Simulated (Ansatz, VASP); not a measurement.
One calculation of TiC, two programs

```xyz
2
Lattice="0.0677 2.1623 2.1091 2.2979 -0.0190 2.1958 2.2045 2.1556 0.0745" Properties=species:S:1:pos:R:3 pbc="T T T"
Ti    2.2013    2.1643    0.0891
C     2.2826    2.1751    2.2186
```

Alike in both runs: task single point; functional LDA; k mesh 8 × 8 × 8; no spin polarisation.

```csv
,VASP,Ansatz
version,VASP 6.6.1,Ansatz 0.2.0
potentials or method,"VASP PAW LDA potentials, release 64 (Ti_sv, C), cutoff 600 eV","plane waves, PAW"
occupations,"methfessel-paxton of order 1, width 0.1 eV",methfessel-paxton of order 1
valence electrons in the cell,16,16
```

VASP gave:

```
pressure (GPa)                                                : -11.1
traceless stress, the component that is largest in VASP (GPa) : -12.92
rms of the force components (eV/Å)                            : 0.129
```

**Question.** Which values does Ansatz return?

**Answer.** Pressure (GPa): -11.6; traceless stress, the component that is largest in VASP (GPa): -12.98; rms of the force components (eV/Å): 0.128.

LDA's correlation is that of Perdew and Zunger in VASP and of Perdew and Wang (1992) in Ansatz. Atom by atom the forces differ by 0.001 eV/Å (rms over components). Ansatz's warnings: stress scf threshold loose.
